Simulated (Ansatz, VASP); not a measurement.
# Two plane-wave programs on SnSe

```
Sn Se
1.0
     4.45493    0.07152    0.06303
     0.07152    4.09658    0.15389
     0.16167    0.39468   10.94056
Sn Se
2 2
Direct
  0.54877 0.95561 0.36682
  0.99565 0.48870 0.62448
  0.43988 0.00814 0.59659
  0.01570 0.54755 0.41210
```

Change from the starting cell: all atoms moved at random (sigma 0.3 Å a component), cell strained at random (sigma 0.03).

Alike in both runs: task single point; functional LDA; k mesh 6 × 6 × 4; occupations gaussian, width 0.05 eV; no spin polarisation.

|  | VASP | Ansatz |
| --- | --- | --- |
| version | VASP 6.6.1 | Ansatz 0.2.0 |
| potentials or method | VASP PAW LDA potentials, release 64 (Sn_d, Se), cutoff 520 eV | scalar-relativistic, plane waves, PAW |
| valence electrons in the cell | 40 | 60 |

|  | VASP | Ansatz | Ansatz less VASP |
| --- | --- | --- | --- |
| gap on the k mesh at the Fermi level (eV) | 0.74 | 0.77 | +0.024 |
| least direct gap on the mesh (eV) | 1.14 | 1.16 | +0.018 |
| rms of the force components (eV/Å) | 1.719 | 1.696 | -0.0229 |

LDA's correlation is that of Perdew and Zunger in VASP and of Perdew and Wang (1992) in Ansatz. Atom by atom the forces differ by 0.027 eV/Å (rms over components). VASP's potentials hold 40 valence electrons a cell and Ansatz's 60, so a difference there can come from the potentials and not from the codes.
